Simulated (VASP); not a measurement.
## Li: relaxation of cell and atoms with PBE

Li:

```xyz
8
Lattice="0.0103 -0.0034 5.8538 -4.7609 -2.8051 -1.9580 4.7381 -2.7775 -1.9412" Properties=species:S:1:pos:R:3 pbc="T T T"
Li    0.0058    0.1336    0.0284
Li   -0.1610   -2.7930    0.9596
Li    2.3147   -1.4163    4.9143
Li    2.2072   -4.2792   -0.0966
Li   -2.1466   -1.3713    4.7581
Li   -2.3364   -4.2022    0.0881
Li   -0.0665   -2.8496    3.8358
Li    4.9038   -2.7645    1.1423
```

```yaml
Program: VASP 6.6.1
Task: relaxation of cell and atoms
Functional: PBE
Potentials_or_basis: VASP PAW PBE potentials, release 64 (Li_sv)
Cutoff: 600 eV
k_mesh: 4 × 4 × 4
Occupations: gaussian, width 0.2 eV
Spin: no spin polarisation
Dipole_correction: no
Further_INCAR_settings: ALGO = Fast; EDIFF = 1e-06; IBRION = 2; EDIFFG = -0.025; NSW = 80; ISIF = 3
```

The relaxed volume is 20.15 Å³/atom, the relaxed cell is a = 5.824 Å, b = 5.970 Å, c = 5.899 Å, α = 107.55°, β = 109.50°, γ = 109.60° and the space group after relaxing (to 0.1 Å) is C2 (No. 5). The energy gained by relaxing is 19.8 meV/atom and the ionic steps are 12. The pressure after relaxing is 0.0 GPa and the largest force after relaxing is 0.021 eV/Å. The band gap on the k mesh is zero (bands 12 and 13 overlap by 1.39 eV).

Forces on the atoms (eV/Å):
```
Li  -0.016  0.005 -0.010
Li  -0.009 -0.010  0.014
Li   0.007  0.000 -0.009
Li   0.010 -0.013  0.008
Li   0.008 -0.003 -0.004
Li   0.018  0.000  0.004
Li  -0.011  0.017 -0.005
Li  -0.008  0.005  0.003
```

Stress tensor (GPa, compression positive):
```
-0.02 -0.03 -0.02
-0.03  0.01  0.05
-0.02  0.05  0.00
```

Step by step:
| step | energy change (eV) | largest force (eV/Å) | pressure (GPa) | volume (Å³) |
| --- | --- | --- | --- | --- |
| 1 | 0.0000 | 0.4984 | 0.70 | 155.27 |
| 2 | -0.0417 | 0.4147 | 0.47 | 157.19 |
| 3 | -0.1161 | 0.1994 | -0.12 | 163.02 |
| 4 | -0.0825 | 0.1571 | -0.93 | 175.11 |
| 5 | -0.1292 | 0.0896 | -0.47 | 167.41 |
| 6 | -0.1295 | 0.0935 | -0.43 | 166.81 |
| 7 | -0.1386 | 0.0807 | -0.27 | 164.66 |
| 8 | -0.1471 | 0.0763 | 0.13 | 159.65 |
| 9 | -0.1505 | 0.0646 | 0.11 | 159.91 |
| 10 | -0.1568 | 0.0312 | 0.04 | 160.68 |
| 11 | -0.1531 | 0.0602 | -0.09 | 162.20 |
| 12 | -0.1580 | 0.0206 | 0.00 | 161.18 |

Final structure:
```
Li
1.0
     0.00996    0.04629    5.82354
    -4.80915   -2.93813   -1.97126
     4.76637   -2.87436   -1.95498
Li
8
Direct
  0.00148 0.98325 0.98634
  0.48352 0.48992 0.48834
  0.00204 0.00468 0.49206
  0.49426 0.50318 0.99456
  0.99554 0.49059 0.01022
  0.50113 0.99886 0.49704
  0.00370 0.51534 0.52256
  0.51831 0.01418 0.00888
```

Levels at points of the mesh, in eV from the Fermi level:
```
           k point  band 8  band 9  band 10  band 11  band 12  band 13  band 14  band 15  band 16  band 17
(0.00, 0.00, 0.00)  -46.51   -3.59     0.00     0.10     0.29     0.32     0.35     0.35     2.91     3.19
(0.50, 0.00, 0.00)  -46.52   -2.38    -2.38    -0.18    -0.13    -0.11    -0.04     1.93     1.95     3.98
(0.00, 0.50, 0.00)  -46.52   -2.47    -2.47    -0.07     0.00     0.04     0.15     1.78     1.83     4.03
(0.50, 0.50, 0.00)  -46.52   -2.39    -2.39    -0.19    -0.07     0.00     0.13     1.62     1.70     3.72
(0.00, 0.00, 0.50)  -46.52   -2.44    -2.44    -0.11    -0.05     0.05     0.12     1.77     1.80     3.93
(0.50, 0.00, 0.50)  -46.52   -2.37    -2.37    -0.14    -0.03    -0.03     0.09     1.56     1.63     3.61
(0.00, 0.50, 0.50)  -46.52   -2.38    -2.37    -0.27    -0.25     0.01     0.03     1.91     1.93     3.95
(0.50, 0.50, 0.50)  -46.52   -1.27    -1.27    -1.13    -1.13    -1.10    -1.10     3.21     3.33     3.43
```

Run time: 19 min on 1 thread of Intel(R) Xeon(R) 6975P-C (Granite Rapids) (shared host), peak memory 0.37 GiB.

Caveat: the cutoff is under 1.25 times the usual one of these potentials, so pressure, stress and relaxed cells hold a basis-set (Pulay) error.
